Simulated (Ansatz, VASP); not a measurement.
One calculation of Hf2S, two programs

```
CELL_PARAMETERS angstrom
3.38143 0.00000 0.00000
-1.69071 2.92840 0.00000
0.00000 0.00000 11.74095
ATOMIC_POSITIONS crystal
Hf 0.66667 0.33333 0.89973
Hf 0.33333 0.66667 0.39973
Hf 0.66667 0.33333 0.60027
Hf 0.33333 0.66667 0.10027
S 0.00000 0.00000 0.75000
S 0.00000 0.00000 0.25000
```

Alike in both runs: functional r2SCAN; k mesh 12 × 12 × 4; occupations gaussian, width 0.1 eV; no spin polarisation.

Ansatz relaxed the structure, and its values are those at the end. VASP's run is a single point on that final structure, the one shown.

|  | VASP | Ansatz |
| --- | --- | --- |
| version | VASP 6.6.1 | Ansatz 0.2.0 |
| potentials or method | VASP PAW PBE potentials, release 64 (Hf_pv, S), cutoff 520 eV | scalar-relativistic, plane waves, PAW |
| valence electrons in the cell | 52 | 116 |

|  | VASP | Ansatz | Ansatz less VASP |
| --- | --- | --- | --- |
| gap on the k mesh at the Fermi level (eV) | none | none | - |
| pressure (GPa) | -0.9 | 0.0 | +0.88 |
| rms of the force components (eV/Å) | 0.005 | 0.000 | -0.0044 |

VASP's potentials were made for PBE, not for r2SCAN. A gap of «none» marks a metal or a gap that the smearing closes. VASP's potentials hold 52 valence electrons a cell and Ansatz's 116, so a difference there can come from the potentials and not from the codes.

Spin-orbit coupling is off throughout.
